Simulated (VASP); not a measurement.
MgF2:

```
Mg F
1.0
     4.80690    0.00000    0.00000
     0.00000    4.80690    0.00000
     0.00000    0.00000    3.16796
Mg F
2 4
Direct
  0.00000 0.00000 0.00000
  0.50000 0.50000 0.50000
  0.30614 0.30614 0.00000
  0.19386 0.80614 0.50000
  0.80614 0.19386 0.50000
  0.69386 0.69386 0.00000
```

This cell differs from its parent crystal: strain +4.0%.

Base run:

* Program: VASP 6.6.1
* Functional: HSE06
* Potentials or basis: VASP PAW PBE potentials, release 64 (Mg, F)
* Cutoff: 520 eV
* k mesh: 4 × 4 × 6
* Occupations: gaussian, width 0.01 eV
* Spin: no spin polarisation

Its results: band gap on the k mesh 8.60 eV, direct; pressure -9.0 GPa; largest force 0.017 eV/Å.

The run is repeated on the same cell with these changes: functional from HSE06 to r2SCAN; cutoff from 520 eV to 660 eV; k mesh from 4 × 4 × 6 to 6 × 6 × 8. What comes out?

Band gap on the k mesh 7.25 eV, direct; pressure -10.8 GPa; largest force 0.005 eV/Å.

Several settings changed at once, so the effect can't be laid on one alone.

Caveats: the PAW data sets were made with another functional, which shifts forces and pressure a little.

A k mesh can miss the band edges.
